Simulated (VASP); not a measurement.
The system is Li2Se.

```xyz
3
Lattice="0.0000 2.9935 2.9935 2.9935 0.0000 2.9935 2.9935 2.9935 0.0000" Properties=species:S:1:pos:R:3 pbc="T T T"
Li    1.4967    1.4967    1.4967
Li    4.4902    4.4902    4.4902
Se    0.0000    0.0000    0.0000
```

Base run:

```yaml
Program: VASP 6.6.1
Functional: r2SCAN
Potentials_or_basis: VASP PAW PBE potentials, release 64 (Li_sv, Se)
Cutoff: 830 eV
k_mesh: 6 × 6 × 6
Occupations: gaussian, width 0.01 eV
Spin: no spin polarisation
```

Its results: band gap on the k mesh 3.46 eV, indirect (least direct gap 4.18 eV); pressure -0.2 GPa.

The run is repeated on the same cell with these changes: functional from r2SCAN to PBE; cutoff from 830 eV to 750 eV. What comes out?

Band gap on the k mesh 2.97 eV, indirect (least direct gap 3.42 eV); pressure 0.3 GPa.

r2SCAN gives the wider gap, since meta-GGAs in the generalised Kohn-Sham scheme recover part of the derivative discontinuity.

Caveats: the PAW data sets were made with another functional, which shifts forces and pressure a little (some runs).

A k mesh can miss the band edges.
